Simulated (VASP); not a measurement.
Set up this calculation in VASP 6.6.1, as the native input.

| Item | Value |
| --- | --- |
| Task | single point |
| Functional | r2SCAN |
| Potentials or basis | VASP PAW PBE potentials, release 64 (Pb_d, Se) |
| Cutoff | 520 eV |
| k mesh | 6 × 6 × 4 |
| Occupations | gaussian, width 0.01 eV |
| Spin | no spin polarisation |
| Dipole correction | no |
| Further INCAR settings | ALGO = Normal; EDIFF = 1e-07; NBANDS = 28 |

The system is PbSe.

```xyz
4
Lattice="1.8946 -5.1594 0.0000 1.8946 5.1594 0.0000 0.0000 0.0000 4.0391" Properties=species:S:1:pos:R:3 pbc="T T T"
Pb    1.8946   -1.1851    3.0293
Pb    1.8946    1.1851    1.0098
Se    1.8946   -3.8092    3.0293
Se    1.8946    3.8092    1.0098
```

One way to write it, as run:

POSCAR

```
PbSe
1.0
    1.8945765339     -5.1594232498      0.0000000000
    1.8945765339      5.1594232498      0.0000000000
    0.0000000000      0.0000000000      4.0390901245
Pb Se
2 2
Direct
    0.6148481515      0.3851518485      0.7500000000
    0.3851518485      0.6148481515      0.2500000000
    0.8691506719      0.1308493281      0.7500000000
    0.1308493281      0.8691506719      0.2500000000
```

INCAR.step1

```
  PREC = Accurate
  ENCUT = 520
  ISMEAR = 0
  SIGMA = 0.01
  LREAL = False
  LASPH = True
  NELM = 60
  NBANDS = 28
  GGA = PE
  ALGO = Normal
  EDIFF = 1E-4
  LWAVE = True
  LCHARG = False
```

INCAR.step2

```
  PREC = Accurate
  ENCUT = 520
  EDIFF = 1E-7
  ISMEAR = 0
  SIGMA = 0.01
  LREAL = False
  LASPH = True
  NELM = 60
  ALGO = Normal
  ISIF = 2
  LWAVE = False
  LCHARG = False
  METAGGA = R2SCAN
  LMIXTAU = True
  NBANDS = 28
  ISTART = 1
```

KPOINTS

```
regular mesh
0
Gamma
  6 6 4
```

Potentials or basis: VASP PAW PBE potentials, release 64 (Pb_d, Se).

Run with:

```console
$ cat potpaw_PBE.64/Pb_d/POTCAR potpaw_PBE.64/Se/POTCAR > POTCAR
$ cp INCAR.step1 INCAR
$ mpirun -np 1 vasp_std > vasp.out
$ cp INCAR.step2 INCAR
$ mpirun -np 1 vasp_std > vasp.out
```

Results of the run:

```json
{"Pressure": "40.3 GPa", "Largest force": "0.016 eV/Å", "Band gap on the k mesh": "0.16 eV (least direct gap 0.91 eV)"}
```

Caveat: the cell stands under pressure; the PAW data sets were made with another functional, which shifts forces and pressure a little; spin-orbit coupling is left out, which moves the levels of the heavy elements.

Run time: 3.3 min on 1 thread of Intel(R) Xeon(R) 6975P-C (Granite Rapids), on a shared host, peak memory 0.27 GiB.
